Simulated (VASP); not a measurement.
# Cu3O2 (I4/mmm) in VASP: single point with PBE

Aim: the single point of Cu3O2 with PBE.

All numbers are computed with VASP 6.6.1; they aren't measurements. Logs are shortened: lines on timing, memory, paths and dates and some standing lists are left out, and cuts for length are marked.

**1. The cell of the first run**

Symmetry: I4/mmm, No. 139, tetragonal system. Conventional cell: a = 4.067 Å, b = 4.067 Å, c = 7.341 Å, α = 90.00°, β = 90.00°, γ = 90.00°. Within 2.4 Å of Cu (site symmetry -4m2) lie 2 O at 1.84 Å. Within 2.7 Å of Cu (site symmetry 4/mmm) lie 4 O at 2.03 Å. O (site symmetry mmm) has 4 Cu at 1.84 to 2.03 Å within 2.4 Å.

**2. Single point, PBE**

File INCAR:

```
  PREC = Accurate
  ENCUT = 520
  EDIFF = 1E-6
  ISMEAR = 0
  SIGMA = 0.15
  LREAL = False
  LASPH = True
  NELM = 60
  ALGO = Normal
  ISIF = 2
  LWAVE = False
  LCHARG = False
  GGA = PE
  NBANDS = 30
```

File KPOINTS:

```
Automatic mesh
0
Gamma
  14 14 14
```

File POSCAR:

```
Cu3O2
1.0
   -2.0333354225      2.0333354225      3.6707248177
    2.0333354225     -2.0333354225      3.6707248177
    2.0333354225      2.0333354225     -3.6707248177
Cu O
3 2
Direct
    0.2500000000      0.7500000000      0.5000000000
    0.7500000000      0.2500000000      0.5000000000
    0.0000000000      0.0000000000      0.0000000000
    0.0000000000      0.5000000000      0.5000000000
    0.5000000000      0.0000000000      0.5000000000
```

Potentials or basis: VASP PAW PBE potentials, release 64 (Cu, O).

Command:

```bash
$ cat potpaw_PBE.64/Cu/POTCAR potpaw_PBE.64/O/POTCAR > POTCAR
$ mpirun -np 1 vasp_std > vasp.out
```

OUTCAR:

```text
PREC = Accurate
   ENCUT = 520
   EDIFF = 1E-6
   ISMEAR = 0
   LREAL = False
   LASPH = True
   NELM = 60
   ISIF = 2
   GGA = PE

 ion  position               nearest neighbor table
   1  0.250  0.750  0.500-   4 1.84   5 1.84   3 2.74   3 2.74   3 2.74   3 2.74
   2  0.750  0.250  0.500-   4 1.84   5 1.84   3 2.74   3 2.74   3 2.74   3 2.74
   3  0.000  0.000  0.000-   4 2.03   5 2.03   4 2.03   5 2.03   2 2.74   2 2.74   1 2.74   1 2.74
                             1 2.74   2 2.74   1 2.74   2 2.74
   4  0.000  0.500  0.500-   1 1.84   2 1.84   3 2.03   3 2.03
   5  0.500  0.000  0.500-   1 1.84   2 1.84   3 2.03   3 2.03

  LATTYP: Found a body centered tetragonal cell.
 ALAT       =     4.0666708450
 C/A-ratio  =     1.8052726457

  Lattice vectors:

 A1 = (  -2.0333354225,   2.0333354225,   3.6707248177)
 A2 = (   2.0333354225,  -2.0333354225,   3.6707248177)
 A3 = (   2.0333354225,   2.0333354225,  -3.6707248177)

Analysis of symmetry for initial positions (statically):
=====================================================================
 Subroutine PRICEL returns:
 Original cell was already a primitive cell.

 Routine SETGRP: Setting up the symmetry group for a
 body centered tetragonal supercell.

 Subroutine GETGRP returns: Found 16 space group operations
 (whereof 16 operations were pure point group operations)
 out of a pool of 16 trial point group operations.

The static configuration has the point symmetry D_4h.

Analysis of symmetry for dynamics (positions and initial velocities):
=====================================================================
 Subroutine PRICEL returns:
 Original cell was already a primitive cell.

 Routine SETGRP: Setting up the symmetry group for a
 body centered tetragonal supercell.

 Subroutine GETGRP returns: Found 16 space group operations
 (whereof 16 operations were pure point group operations)
 out of a pool of 16 trial point group operations.

The dynamic configuration has the point symmetry D_4h.

 Subroutine INISYM returns: Found 16 space group operations
 (whereof 16 operations are pure point group operations),
 and found     1 'primitive' translations

----------------------------------------------------------------------------------------

                                     Primitive cell

  volume of cell :      60.7058

  direct lattice vectors                    reciprocal lattice vectors
    -2.033335422  2.033335422  3.670724818     0.000000000  0.245901387  0.136212880
     2.033335422 -2.033335422  3.670724818     0.245901387  0.000000000  0.136212880
     2.033335422  2.033335422 -3.670724818     0.245901387  0.245901387  0.000000000

  length of vectors
     4.662952559  4.662952559  4.662952559     0.281107525  0.281107525  0.347757076

  position of ions in fractional coordinates (direct lattice)
     0.250000000  0.750000000  0.500000000
     0.750000000  0.250000000  0.500000000
     0.000000000  0.000000000  0.000000000
     0.000000000  0.500000000  0.500000000
     0.500000000  0.000000000  0.500000000

  ion indices of the primitive-cell ions
   primitive index   ion index
                 1           1
                 2           2
                 3           3
                 4           4
                 5           5

----------------------------------------------------------------------------------------

 KPOINTS: Automatic mesh

Automatic generation of k-mesh.
 Grid dimensions read from file:
 generate k-points for:   14   14   14

 Generating k-lattice:

  Cartesian coordinates                     Fractional coordinates (reciprocal lattice)
     0.000000000  0.017564385  0.009729491     0.071428571 -0.000000000  0.000000000
     0.017564385  0.000000000  0.009729491    -0.000000000  0.071428571  0.000000000
     0.017564385  0.017564385  0.000000000     0.000000000  0.000000000  0.071428571

  Length of vectors
     0.020079109  0.020079109  0.024839791

  Shift w.r.t. Gamma in fractional coordinates (k-lattice)
     0.000000000  0.000000000  0.000000000

 Subroutine IBZKPT returns following result:
 ===========================================

 Found    244 irreducible k-points:

 Following reciprocal coordinates:
            Coordinates               Weight
  0.000000  0.000000  0.000000      1.000000
  0.071429  0.000000  0.000000      8.000000
  0.142857 -0.000000  0.000000      8.000000
  0.214286 -0.000000  0.000000      8.000000
  0.285714 -0.000000  0.000000      8.000000
  0.357143 -0.000000  0.000000      8.000000
[... 16 lines left out ...]
  0.214286  0.142857  0.000000     16.000000
  0.285714  0.142857  0.000000     16.000000
 [... further k-points ...]
   k-points           NKPTS =    244   k-points in BZ     NKDIM =    244   number of bands    NBANDS=     30
   number of dos      NEDOS =    301   number of ions     NIONS =      5
   total plane-waves  NPLWV =  46656
   dimension x,y,z NGX =    36 NGY =   36 NGZ =   36
   dimension x,y,z NGXF=    72 NGYF=   72 NGZF=   72
   ions per type =               3   2
   NGX,Y,Z   is equivalent  to a cutoff of  12.83, 12.83, 12.83 a.u.
   NGXF,Y,Z  is equivalent  to a cutoff of  25.67, 25.67, 25.67 a.u.
 SYSTEM =  unknown system
   PREC   = accura    normal or accurate (medium, high low for compatibility)
   ISTART =      0    job   : 0-new  1-cont  2-samecut
   ICHARG =      2    charge: 1-file 2-atom 10-const
   ISPIN  =      1    spin polarized calculation?
   LNONCOLLINEAR =      F non collinear calculations
   LSORBIT =      F    spin-orbit coupling
   LASPH  =      T    aspherical Exc in radial PAW
   ENCUT  =  520.0 eV  38.22 Ry    6.18 a.u.   8.67  8.67  8.67*2*pi/ulx,y,z
   NELM   =     60;   NELMIN=  2; NELMDL= -5     # of ELM steps
   EDIFF  = 0.1E-05   stopping-criterion for ELM
   LREAL  =      F    real-space projection
   EDIFFG = 0.1E-04   stopping-criterion for IOM
   NSW    =      0    number of steps for IOM
   IBRION =     -1    ionic relax: 0-MD 1-quasi-New 2-CG
   NFREE  =      0    steps in history (QN), initial steepest desc. (CG)
   ISIF   =      2    stress and relaxation
   ISYM   =      2    0-nonsym 1-usesym 2-fastsym
   POTIM  = 0.5000    time-step for ionic-motion
   TEBEG  =    0.0;   TEEND  =   0.0 temperature during run
   PSTRESS=    0.0 pullay stress
   NELECT =      45.0000    total number of electrons
   NUPDOWN=      -1.0000    fix difference up-down
   EMIN   =  10.00;   EMAX   =-10.00  energy-range for DOS
   EFERMI =   0.00;   METHOD = LEGACY
   ISMEAR =     0;   SIGMA  =   0.15  broadening in eV -4-tet -1-fermi 0-gaus
   EFERMI_NEDOS =   21; number of points for ismear=-14 and -15
   IALGO  =     38    algorithm
   IMIX   =      4    mixing-type and parameters
     AMIX     =   0.40;   BMIX     =  1.00
     AMIX_MAG =   1.60;   BMIX_MAG =  1.00
  volume/ion in A,a.u.               =      12.14        81.93
  Fermi-wavevector in a.u.,A,eV,Ry     =   1.481616  2.799849 29.867326  2.195186
  Thomas-Fermi vector in A             =   2.595504
   LORBIT       =      0    0 simple, 1 ext, 2 COOP (PROOUT), +10 PAW based schemes
   GGA     = PE    functional components
   LHFCALC =     F    Hartree Fock is set to
   AEXX    =    0.0000 exact exchange contribution
   IVDW    =     0    specifies the selected vdW correction
   LEPSILON=     F    determine dielectric tensor
   LRPA    =     F    only Hartree local field effects (RPA)
 non-spin polarized calculation
 Gauss-broadening in eV      SIGMA  =   0.15
  energy-cutoff  :      520.00
  volume of cell :       60.71
 maximum number of plane-waves:      1677
   NGX = 17   NGY = 17   NGZ = 17

 number of electron      45.0000012 magnetization

 Free energy of the ion-electron system (eV)
  ---------------------------------------------------
  ext. energy  EPLUGINS =         0.00000000
  ---------------------------------------------------
  free energy    TOTEN  =       -22.71273517 eV

  energy without entropy =      -22.68916483  energy(sigma->0) =      -22.70095000

 E-fermi :   4.2715     XC(G=0): -11.1149

 val. band max:        4.2713788515   @ k =  -0.3571  -0.3571   0.1429
 cond. band min:       4.2753323500   @ k =  -0.2143   0.1429   0.0000
 fundamental gap:      0.0039534986
 Fermi energy:         4.2714894989

 k-point     1 :       0.0000    0.0000    0.0000
  band No.  band energies     occupation
      1     -14.8110      2.00000
      2     -13.6170      2.00000
      3      -2.2621      2.00000
      4      -1.2195      2.00000
      5      -1.2195      2.00000
      6      -0.6526      2.00000
[... 22 lines left out ...]
     29      15.2655      0.00000
     30      15.5021      0.00000

 k-point     2 :       0.0714    0.0000    0.0000
  band No.  band energies     occupation
      1     -14.7935      2.00000
      2     -13.6285      2.00000
      3      -2.2532      2.00000
      4      -1.2636      2.00000
      5      -1.2009      2.00000
      6      -0.7189      2.00000
[... 22 lines left out ...]
     29      14.9896      0.00000
     30      15.9004      0.00000

 k-point     3 :       0.1429   -0.0000    0.0000
  band No.  band energies     occupation
      1     -14.7424      2.00000
      2     -13.6632      2.00000
      3      -2.2264      2.00000
      4      -1.3865      2.00000
      5      -1.1459      2.00000
      6      -0.8673      2.00000
[... 22 lines left out ...]
     29      14.8078      0.00000
     30      16.3721      0.00000

 k-point     4 :       0.2143   -0.0000    0.0000
  band No.  band energies     occupation
      1     -14.6613      2.00000
      2     -13.7207      2.00000
      3      -2.1817      2.00000
      4      -1.5618      2.00000
      5      -1.0568      2.00000
      6      -1.0499      2.00000
[... 22 lines left out ...]
     29      14.8500      0.00000
     30      15.5750      0.00000

 k-point     5 :       0.2857   -0.0000    0.0000
  band No.  band energies     occupation
      1     -14.5555      2.00000
      2     -13.8000      2.00000
      3      -2.1192      2.00000
      4      -1.7525      2.00000
      5      -1.2420      2.00000
      6      -0.9383      2.00000
[... 22 lines left out ...]
     29      14.8249      0.00000
     30      14.9247      0.00000
[... 526 lines left out ...]
     29      15.3992      0.00000
     30      15.5760      0.00000

 k-point    22 :       0.1429    0.1429    0.0000
  band No.  band energies     occupation
      1     -14.6447      2.00000
      2     -13.7383      2.00000
      3      -2.0127      2.00000
      4      -1.4846      2.00000
      5      -1.3210      2.00000
      6      -1.1046      2.00000
[... 22 lines left out ...]
     29      14.6743      0.00000
     30      15.4091      0.00000

 k-point    23 :       0.2143    0.1429    0.0000
  band No.  band energies     occupation
      1     -14.5539      2.00000
      2     -13.8032      2.00000
      3      -1.8876      2.00000
      4      -1.6462      2.00000
      5      -1.5509      2.00000
      6      -1.0529      2.00000
[... 22 lines left out ...]
     29      14.5378      0.00000
     30      15.4881      0.00000

 k-point    24 :       0.2857    0.1429    0.0000
  band No.  band energies     occupation
      1     -14.4431      2.00000
      2     -13.8849      2.00000
      3      -1.8498      2.00000
      4      -1.7946      2.00000
      5      -1.7122      2.00000
      6      -0.9806      2.00000
[... 22 lines left out ...]
     29      14.3698      0.00000
     30      15.4622      0.00000

 [... further k-points ...]
[... 5 lines left out ...]
  --------------------------------------------------------------------------------------
  -------------------------------------------------------------------------------------
  Total        0.1511605      0.1511605      0.5589785      0.0000000     -0.0000000      0.0000000
  in kB        3.9895059      3.9895059     14.7528455      0.0000000     -0.0000000      0.0000000
  external PRESSURE =       7.5772857 kB  Pullay stress =       0.0000000 kB

 VOLUME and BASIS-vectors are now :
 -----------------------------------------------------------------------------
  energy-cutoff  :      520.00
  volume of cell :       60.71
      direct lattice vectors                 reciprocal lattice vectors
    -2.033335422  2.033335422  3.670724818     0.000000000  0.245901387  0.136212880
     2.033335422 -2.033335422  3.670724818     0.245901387  0.000000000  0.136212880
     2.033335422  2.033335422 -3.670724818     0.245901387  0.245901387  0.000000000

 POSITION                                       TOTAL-FORCE (eV/Angst)
 -----------------------------------------------------------------------------------
      2.03334      0.00000      1.83536        -0.000000      0.000000     -0.000000
      0.00000      2.03334      1.83536         0.000000      0.000000      0.000000
      0.00000      0.00000      0.00000         0.000000     -0.000000      0.000000
      2.03334      0.00000      0.00000         0.000000     -0.000000      0.000000
      0.00000      2.03334      0.00000         0.000000     -0.000000      0.000000
 -----------------------------------------------------------------------------------
    total drift:                                0.000000      0.000000      0.000000

  FREE ENERGIE OF THE ION-ELECTRON SYSTEM (eV)
  ---------------------------------------------------
  free  energy   TOTEN  =       -22.7127351660 eV

  energy  without entropy=      -22.6891648267  energy(sigma->0) =      -22.70095000
```

Wall time 29 min (1 thread of AMD EPYC 7R13, shared host); peak memory 0.44 GiB.

What came out:

* Free energy: -22.7127 eV
* Pressure: 0.8 GPa

Caveat: an odd number of electrons without spin polarisation forces a metal; a magnetic or distorted state may lie lower. With open d or f shells a metallic result of PBE can be an artefact of self-interaction; +U or a hybrid may open a gap.
